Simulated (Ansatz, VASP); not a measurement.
One calculation of GaAs, two programs

```
CELL_PARAMETERS angstrom
0.00000 2.77525 2.77525
2.77525 0.00000 2.77525
2.77525 2.77525 0.00000
ATOMIC_POSITIONS crystal
Ga 0.00000 0.00000 0.00000
As 0.25000 0.25000 0.25000
```

Alike in both runs: task single point; functional r2SCAN; k mesh 6 × 6 × 6; no spin polarisation.

```csv
,VASP,Ansatz
version,VASP 6.6.1,Ansatz 0.2.0
potentials or method,"VASP PAW PBE potentials, release 64 (Ga_d, As)","plane waves, PAW"
plane-wave cutoff (eV),550,500
occupations,"gaussian, width 0.01 eV",fixed
valence electrons in the cell,18,28
```

VASP gave:

```
gap on the k mesh at the Fermi level (eV) : 1.45
pressure (GPa)                            : 5.3
```

Task: Estimate Ansatz's values.

Result: gap on the k mesh at the Fermi level (eV): 1.47; pressure (GPa): 5.2.

VASP's potentials were made for PBE, not for r2SCAN. VASP's potentials hold 18 valence electrons a cell and Ansatz's 28, so a difference there can come from the potentials and not from the codes.
